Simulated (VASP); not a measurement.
A run of VASP 6.6.1 is set up as follows.

Contents of INCAR:

```
PREC = Accurate ; ENCUT = 500
EDIFF = 1E-6 ; ISMEAR = 0
SIGMA = 0.01 ; LREAL = False
LASPH = True ; NELM = 120
ALGO = Normal ; ISIF = 2
LWAVE = False ; LCHARG = True
LELF = True ; LVHAR = True
NBANDS = 19 ; GGA_COMPAT = False
```

Contents of KPOINTS:

```
Automatic mesh
0
Gamma
  3 3 3
```

POSCAR

```
CsCaH3
1.0
    4.6211860000      0.0000000000      0.0000000000
    0.0000000000      4.6211860000      0.0000000000
    0.0000000000      0.0000000000      4.6211860000
Cs Ca H
1 1 3
Direct
    0.0000000000      0.0000000000      0.0000000000
    0.5000000000      0.5000000000      0.5000000000
    0.5000000000      0.0000000000      0.5000000000
    0.0000000000      0.5000000000      0.5000000000
    0.5000000000      0.5000000000      0.0000000000
```

Potentials or basis: VASP PAW LDA potentials, release 64 (Cs_sv, Ca_sv, H).

The run is started by

```bash
$ cat potpaw_LDA.64/Cs_sv/POTCAR potpaw_LDA.64/Ca_sv/POTCAR potpaw_LDA.64/H/POTCAR > POTCAR
$ mpirun -np 1 vasp_std > vasp.out
```

What does it give for the band gap on the k mesh?

3.69 eV.

Estimate the pressure.

-2.4 GPa.

Caveat: the k points lie up to 0.45 Å⁻¹ apart; spin-orbit coupling is left out, which moves the levels of the heavy elements; an odd mesh through Γ misses points on the zone boundary, where band edges can lie.
